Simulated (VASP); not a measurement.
Input of a VASP 6.6.1 run:

File INCAR:

```
ALGO = Normal ; EDIFF = 1E-6
ENCUT = 520 ; GGA = PE
ISIF = 2 ; ISMEAR = -1
LASPH = True ; LCHARG = True
LELF = True ; LREAL = False
LVHAR = True ; LWAVE = False
NBANDS = 16 ; NELM = 60
PREC = Accurate ; SIGMA = 0.08
```

Contents of KPOINTS:

```
k-points
0
Gamma
  11 11 11
```

The input POSCAR:

```
AlRu
1.0
    0.0000000000      2.7602050091      2.7602050091
    2.7602050091      0.0000000000      2.7602050091
    2.7602050091      2.7602050091      0.0000000000
Ru Al
1 1
Direct
    0.0000000000      0.0000000000      0.0000000000
    0.2500000000      0.2500000000      0.2500000000
```

Potentials or basis: VASP PAW PBE potentials, release 64 (Ru_pv, Al).

Launch:

```bash
$ cat potpaw_PBE.64/Ru_pv/POTCAR potpaw_PBE.64/Al/POTCAR > POTCAR
$ mpirun -np 1 vasp_std > vasp.out
```

Question: What does it give for the pressure?

Answer: 0.0 GPa.
